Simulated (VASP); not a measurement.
# Os (P6_3/mmc) in VASP: a series of runs

Runs on Os. Level: r2SCAN. Tasks: single point.

Program: VASP 6.6.1. These are calculated values, not measurements. Logs are shortened: lines on timing, memory, paths and dates and some standing lists are left out, and cuts for length are marked.

### 1 The cell of the first run

The structure is hexagonal, space group P6_3/mmc (No. 194). The conventional cell has a = 2.709 Å, b = 2.709 Å, c = 4.268 Å, α = 90.00°, β = 90.00°, γ = 120.00°. Within 3.5 Å of Os (site symmetry -6m2) lie 12 Os at 2.65 to 2.71 Å.

### 2 Single point, r2SCAN (13.56 Å³/atom)

Contents of POSCAR:

```
Os
1.0
    2.7090197602      0.0000000000      0.0000000000
   -1.3545098801      2.3460799317      0.0000000000
    0.0000000000      0.0000000000      4.2678433467
Os
2
Direct
    0.3333333333      0.6666666667      0.2500000000
    0.6666666667      0.3333333333      0.7500000000
```

Contents of INCAR.step1:

```
PREC     = Accurate       # precision mode
ENCUT    = 660            # plane-wave cutoff, eV
ISMEAR   = -1             # smearing method
SIGMA    = 0.05           # smearing width, eV
LREAL    = False          # projectors in reciprocal space
LASPH    = True           # aspherical terms in the spheres
NELM     = 120            # most SCF steps
NBANDS   = 15             # bands
GGA      = PE             # functional
ALGO     = Normal         # electronic algorithm
EDIFF    = 1E-5           # SCF threshold, eV
LWAVE    = True           # write WAVECAR
LCHARG   = False          # write CHGCAR
GGA_COMPAT= False
```

Contents of INCAR.step2:

```
PREC     = Accurate       # precision mode
ENCUT    = 660            # plane-wave cutoff, eV
EDIFF    = 1E-6           # SCF threshold, eV
ISMEAR   = -1             # smearing method
SIGMA    = 0.05           # smearing width, eV
LREAL    = False          # projectors in reciprocal space
LASPH    = True           # aspherical terms in the spheres
NELM     = 120            # most SCF steps
ALGO     = Normal         # electronic algorithm
ISIF     = 2              # what is computed and relaxed
LWAVE    = False          # write WAVECAR
LCHARG   = True           # write CHGCAR
METAGGA  = R2SCAN         # meta-GGA
LMIXTAU  = True         
LELF     = True           # ELF
LVHAR    = True         
NBANDS   = 15             # bands
ISTART   = 1            
GGA_COMPAT= False
```

Contents of KPOINTS:

```
regular mesh
0
Gamma
  15 15 9
```

Potentials or basis: VASP PAW PBE potentials, release 64 (Os).

The run is started by

```
> cat potpaw_PBE.64/Os/POTCAR > POTCAR
> cp INCAR.step1 INCAR
> mpirun -np 1 vasp_std > vasp.out
> cp INCAR.step2 INCAR
> mpirun -np 1 vasp_std > vasp.out
```

OUTCAR:

```text
PREC = Accurate
   ENCUT = 660
   EDIFF = 1E-6
   ISMEAR = -1
   LREAL = False
   LASPH = True
   NELM = 120
   ISIF = 2
   METAGGA = R2SCAN
   ISTART = 1

 ion  position               nearest neighbor table
   1  0.333  0.667  0.250-   2 2.65   2 2.65   2 2.65   2 2.65   2 2.65   2 2.65
   2  0.667  0.333  0.750-   1 2.65   1 2.65   1 2.65   1 2.65   1 2.65   1 2.65

  LATTYP: Found a hexagonal cell.
 ALAT       =     2.7090197602
 C/A-ratio  =     1.5754197918

  Lattice vectors:

 A1 = (   2.7090197602,   0.0000000000,   0.0000000000)
 A2 = (  -1.3545098801,   2.3460799317,   0.0000000000)
 A3 = (   0.0000000000,   0.0000000000,   4.2678433467)

Analysis of symmetry for initial positions (statically):
=====================================================================
 Subroutine PRICEL returns:
 Original cell was already a primitive cell.

 Routine SETGRP: Setting up the symmetry group for a
 hexagonal supercell.

 Subroutine GETGRP returns: Found 24 space group operations
 (whereof 12 operations were pure point group operations)
 out of a pool of 24 trial point group operations.

The static configuration has the point symmetry D_3d.
 The point group associated with its full space group is D_6h.

Analysis of symmetry for dynamics (positions and initial velocities):
=====================================================================
 Subroutine PRICEL returns:
 Original cell was already a primitive cell.

 Routine SETGRP: Setting up the symmetry group for a
 hexagonal supercell.

 Subroutine GETGRP returns: Found 24 space group operations
 (whereof 12 operations were pure point group operations)
 out of a pool of 24 trial point group operations.

The dynamic configuration has the point symmetry D_3d.
 The point group associated with its full space group is D_6h.

 Subroutine INISYM returns: Found 24 space group operations
 (whereof 12 operations are pure point group operations),
 and found     1 'primitive' translations

----------------------------------------------------------------------------------------

                                     Primitive cell

  volume of cell :      27.1246

  direct lattice vectors                    reciprocal lattice vectors
     2.709019760  0.000000000  0.000000000     0.369137211  0.213121468  0.000000000
    -1.354509880  2.346079932  0.000000000     0.000000000  0.426242937  0.000000000
     0.000000000  0.000000000  4.267843347     0.000000000  0.000000000  0.234310381

  length of vectors
     2.709019760  2.709019760  4.267843347     0.426242937  0.426242937  0.234310381

  position of ions in fractional coordinates (direct lattice)
     0.333333333  0.666666667  0.250000000
     0.666666667  0.333333333  0.750000000

  ion indices of the primitive-cell ions
   primitive index   ion index
                 1           1
                 2           2

----------------------------------------------------------------------------------------

 KPOINTS: regular mesh

Automatic generation of k-mesh.
 Grid dimensions read from file:
 generate k-points for:   15   15    9

 Generating k-lattice:

  Cartesian coordinates                     Fractional coordinates (reciprocal lattice)
     0.024609147  0.014208098  0.000000000     0.066666667  0.000000000  0.000000000
     0.000000000  0.028416196  0.000000000     0.000000000  0.066666667  0.000000000
     0.000000000  0.000000000  0.026034487     0.000000000  0.000000000  0.111111111

  Length of vectors
     0.028416196  0.028416196  0.026034487

  Shift w.r.t. Gamma in fractional coordinates (k-lattice)
     0.000000000  0.000000000  0.000000000

 Subroutine IBZKPT returns following result:
 ===========================================

 Found    135 irreducible k-points:

 Following reciprocal coordinates:
            Coordinates               Weight
  0.000000  0.000000  0.000000      1.000000
  0.066667  0.000000  0.000000      6.000000
  0.133333  0.000000  0.000000      6.000000
  0.200000  0.000000  0.000000      6.000000
  0.266667  0.000000  0.000000      6.000000
  0.333333 -0.000000  0.000000      6.000000
[... 16 lines left out ...]
  0.333333  0.200000  0.000000     12.000000
  0.400000  0.200000  0.000000      6.000000
 [... further k-points ...]
   k-points           NKPTS =    135   k-points in BZ     NKDIM =    135   number of bands    NBANDS=     15
   number of dos      NEDOS =    301   number of ions     NIONS =      2
   total plane-waves  NPLWV =  20736
   dimension x,y,z NGX =    24 NGY =   24 NGZ =   36
   dimension x,y,z NGXF=    48 NGYF=   48 NGZF=   72
   ions per type =               2
   NGX,Y,Z   is equivalent  to a cutoff of  14.73, 14.73, 14.02 a.u.
   NGXF,Y,Z  is equivalent  to a cutoff of  29.46, 29.46, 28.05 a.u.
 SYSTEM =  unknown system
   PREC   = accura    normal or accurate (medium, high low for compatibility)
   ISTART =      1    job   : 0-new  1-cont  2-samecut
   ICHARG =      0    charge: 1-file 2-atom 10-const
   ISPIN  =      1    spin polarized calculation?
   LNONCOLLINEAR =      F non collinear calculations
   LSORBIT =      F    spin-orbit coupling
   LASPH  =      T    aspherical Exc in radial PAW
   ENCUT  =  660.0 eV  48.51 Ry    6.96 a.u.   5.67  5.67  8.94*2*pi/ulx,y,z
   NELM   =    120;   NELMIN=  2; NELMDL=  0     # of ELM steps
   EDIFF  = 0.1E-05   stopping-criterion for ELM
   LREAL  =      F    real-space projection
   EDIFFG = 0.1E-04   stopping-criterion for IOM
   NSW    =      0    number of steps for IOM
   IBRION =     -1    ionic relax: 0-MD 1-quasi-New 2-CG
   NFREE  =      0    steps in history (QN), initial steepest desc. (CG)
   ISIF   =      2    stress and relaxation
   ISYM   =      2    0-nonsym 1-usesym 2-fastsym
   POTIM  = 0.5000    time-step for ionic-motion
   TEBEG  =    0.0;   TEEND  =   0.0 temperature during run
   PSTRESS=    0.0 pullay stress
   NELECT =      16.0000    total number of electrons
   NUPDOWN=      -1.0000    fix difference up-down
   EMIN   =  10.00;   EMAX   =-10.00  energy-range for DOS
   EFERMI =   0.00;   METHOD = LEGACY
   ISMEAR =    -1;   SIGMA  =   0.05  broadening in eV -4-tet -1-fermi 0-gaus
   EFERMI_NEDOS =   21; number of points for ismear=-14 and -15
   IALGO  =     38    algorithm
   IMIX   =      4    mixing-type and parameters
     AMIX     =   0.40;   BMIX     =  1.00
     AMIX_MAG =   1.60;   BMIX_MAG =  1.00
  volume/ion in A,a.u.               =      13.56        91.52
  Fermi-wavevector in a.u.,A,eV,Ry     =   1.372968  2.594533 25.647533  1.885040
  Thomas-Fermi vector in A             =   2.498527
   LORBIT       =      0    0 simple, 1 ext, 2 COOP (PROOUT), +10 PAW based schemes
   METAGGA = R2SCAN    functional components
   LHFCALC =     F    Hartree Fock is set to
   AEXX    =    0.0000 exact exchange contribution
   IVDW    =     0    specifies the selected vdW correction
   LEPSILON=     F    determine dielectric tensor
   LRPA    =     F    only Hartree local field effects (RPA)
 non-spin polarized calculation
  energy-cutoff  :      660.00
  volume of cell :       27.12
 maximum number of plane-waves:      1085
 NGX is ok and might be reduce to    24
   NGX = 11   NGY = 11   NGZ = 17

 number of electron      16.0000001 magnetization

 Free energy of the ion-electron system (eV)
  ---------------------------------------------------
  ext. energy  EPLUGINS =         0.00000000
  ---------------------------------------------------
  free energy    TOTEN  =      -105.96729523 eV

  energy without entropy =     -105.95988583  energy(sigma->0) =     -105.96359053

 E-fermi :   9.7358     XC(G=0): -15.5962

 val. band max:        9.7115830157   @ k =   0.2667   0.0000   0.2222
 cond. band min:       9.7397237093   @ k =   0.1333   0.0000   0.3333
 fundamental gap:      0.0281406936
 Fermi energy:         9.7358361082

 k-point     1 :       0.0000    0.0000    0.0000
  band No.  band energies     occupation
      1      -1.9842      2.00000
      2       1.2938      2.00000
      3       6.4114      2.00000
      4       6.4114      2.00000
      5       6.7348      2.00000
      6       7.3342      2.00000
      7       7.3342      2.00000
      8       8.0007      2.00000
      9       8.0007      2.00000
     10       9.7917      0.49302
     11      11.5752      0.00000
     12      11.5752      0.00000
     13      19.7386      0.00000
     14      24.4821      0.00000
     15      27.3932      0.00000

 k-point     2 :       0.0667    0.0000    0.0000
  band No.  band energies     occupation
      1      -1.7892      2.00000
      2       1.4661      2.00000
      3       6.0115      2.00000
      4       6.5836      2.00000
      5       7.0750      2.00000
      6       7.2223      2.00000
      7       7.4948      2.00000
      8       7.7554      2.00000
      9       7.8609      2.00000
     10       8.9554      2.00000
     11      11.6738      0.00000
     12      12.7060      0.00000
     13      19.7284      0.00000
     14      24.8891      0.00000
     15      27.6458      0.00000

 k-point     3 :       0.1333    0.0000    0.0000
  band No.  band energies     occupation
      1      -1.2288      2.00000
      2       1.9296      2.00000
      3       5.4446      2.00000
      4       6.8099      2.00000
      5       6.8854      2.00000
      6       7.0905      2.00000
      7       7.5075      2.00000
      8       7.6244      2.00000
      9       7.9659      2.00000
     10       8.2474      2.00000
     11      11.9090      0.00000
     12      14.5241      0.00000
     13      19.6521      0.00000
     14      25.9375      0.00000
     15      28.2301      0.00000
[... 343 lines left out ...]
 k-point    23 :       0.3333    0.2000    0.0000
  band No.  band energies     occupation
      1       2.7856      2.00000
      2       3.0625      2.00000
      3       3.1889      2.00000
      4       5.0936      2.00000
      5       5.6698      2.00000
      6       6.7013      2.00000
      7       7.7630      2.00000
      8      10.7386      0.00000
      9      12.0602      0.00000
     10      12.2110      0.00000
     11      14.5203      0.00000
     12      17.1185      0.00000
     13      19.2350      0.00000
     14      21.2443      0.00000
     15      24.0670      0.00000

 k-point    24 :       0.4000    0.2000    0.0000
  band No.  band energies     occupation
      1       2.6709      2.00000
      2       3.0721      2.00000
      3       3.1657      2.00000
      4       5.4150      2.00000
      5       5.7101      2.00000
      6       6.5448      2.00000
      7       7.9725      2.00000
      8      11.3237      0.00000
      9      11.9787      0.00000
     10      12.2055      0.00000
     11      15.2512      0.00000
     12      16.0289      0.00000
     13      18.6749      0.00000
     14      21.9678      0.00000
     15      24.6862      0.00000

 [... further k-points ...]

------------------------ aborting loop because EDIFF is reached ----------------------------------------

  FORCE on cell =-STRESS in cart. coord.  units (eV):
  Direction    XX          YY          ZZ          XY          YZ          ZX
  --------------------------------------------------------------------------------------
  -------------------------------------------------------------------------------------
  Total        2.6615504      2.6615504      3.1906921      0.0000000     -0.0000000      0.0000000
  in kB      157.2106025    157.2106025    188.4655730      0.0000000     -0.0000000      0.0000000
  external PRESSURE =     167.6289260 kB  Pullay stress =       0.0000000 kB

 VOLUME and BASIS-vectors are now :
 -----------------------------------------------------------------------------
  energy-cutoff  :      660.00
  volume of cell :       27.12
      direct lattice vectors                 reciprocal lattice vectors
     2.709019760  0.000000000  0.000000000     0.369137211  0.213121468  0.000000000
    -1.354509880  2.346079932  0.000000000     0.000000000  0.426242937  0.000000000
     0.000000000  0.000000000  4.267843347     0.000000000  0.000000000  0.234310381

 POSITION                                       TOTAL-FORCE (eV/Angst)
 -----------------------------------------------------------------------------------
     -0.00000      1.56405      1.06696         0.000000      0.000000      0.000000
      1.35451      0.78203      3.20088        -0.000000      0.000000      0.000000
 -----------------------------------------------------------------------------------
    total drift:                               -0.000000      0.000000     -0.000000

  FREE ENERGIE OF THE ION-ELECTRON SYSTEM (eV)
  ---------------------------------------------------
  free  energy   TOTEN  =      -105.9672952299 eV

  energy  without entropy=     -105.9598858257  energy(sigma->0) =     -105.96359053
```

Wall time 75 s (1 thread of Intel Xeon 6975P-C (Granite Rapids), shared host); peak memory 0.21 GiB.

What came out:

| Quantity | Value |
| --- | --- |
| Free energy | -105.9673 eV |
| Pressure | 16.8 GPa |
| Band gap on the k mesh | zero (bands 8 and 9 overlap by 4.14 eV) |

Caveat: the cell stands under pressure; the PAW data sets were made with another functional, which shifts forces and pressure a little; spin-orbit coupling is left out, which moves the levels of the heavy elements.

### 3 Single point, r2SCAN (13.84 Å³/atom)

This run uses another cell than the first one, of 13.84 Å³/atom.

Contents of POSCAR:

```
Os
1.0
    2.7277032455      0.0000000000      0.0000000000
   -1.3638516228      2.3622603046      0.0000000000
    0.0000000000      0.0000000000      4.2972776792
Os
2
Direct
    0.3333333333      0.6666666667      0.2500000000
    0.6666666667      0.3333333333      0.7500000000
```

Contents of INCAR.step1:

```
SYSTEM = Os
PREC = Accurate
ENCUT = 660
ISMEAR = -1
SIGMA = 0.05
LREAL = .False.
LASPH = .True.
NELM = 120
NBANDS = 15
GGA = PE
ALGO = Normal
EDIFF = 1E-5
LWAVE = .True.
LCHARG = .False.
GGA_COMPAT = .False.
```

Contents of INCAR.step2:

```
SYSTEM = Os
PREC = Accurate
ENCUT = 660
EDIFF = 1E-6
ISMEAR = -1
SIGMA = 0.05
LREAL = .False.
LASPH = .True.
NELM = 120
ALGO = Normal
ISIF = 2
LWAVE = .False.
LCHARG = .False.
METAGGA = R2SCAN
LMIXTAU = .True.
NBANDS = 15
ISTART = 1
GGA_COMPAT = .False.
```

Contents of KPOINTS:

```
Automatic mesh
0
Gamma
  15 15 9
  0 0 0
```

Potentials or basis: VASP PAW PBE potentials, release 64 (Os).

The run is started by

```
> cat potpaw_PBE.64/Os/POTCAR > POTCAR
> cp INCAR.step1 INCAR
> mpirun -np 1 vasp_std > vasp.out
> cp INCAR.step2 INCAR
> mpirun -np 1 vasp_std > vasp.out
```

Wall time 73 s (1 thread of Intel Xeon 6975P-C (Granite Rapids), shared host); peak memory 0.2 GiB.

Results (log left out):

```yaml
Free_energy: -106.0081 eV
Pressure: 6.6 GPa
Band_gap_on_the_k_mesh: zero (bands 8 and 9 overlap by 4.01 eV)
```

Stress tensor (GPa, compression positive):
```
5.86 0.00 0.00
0.00 5.86 0.00
0.00 0.00 8.16
```

Levels at points of the mesh, in eV from the Fermi level:
| k point | band 6 | band 7 | band 8 | band 9 | band 10 | band 11 |
| --- | --- | --- | --- | --- | --- | --- |
| (0.00, 0.00, 0.00) | -2.33 | -2.33 | -1.69 | -1.69 | 0.05 | 1.78 |

Caveat: the cell stands under pressure; the PAW data sets were made with another functional, which shifts forces and pressure a little; spin-orbit coupling is left out, which moves the levels of the heavy elements.
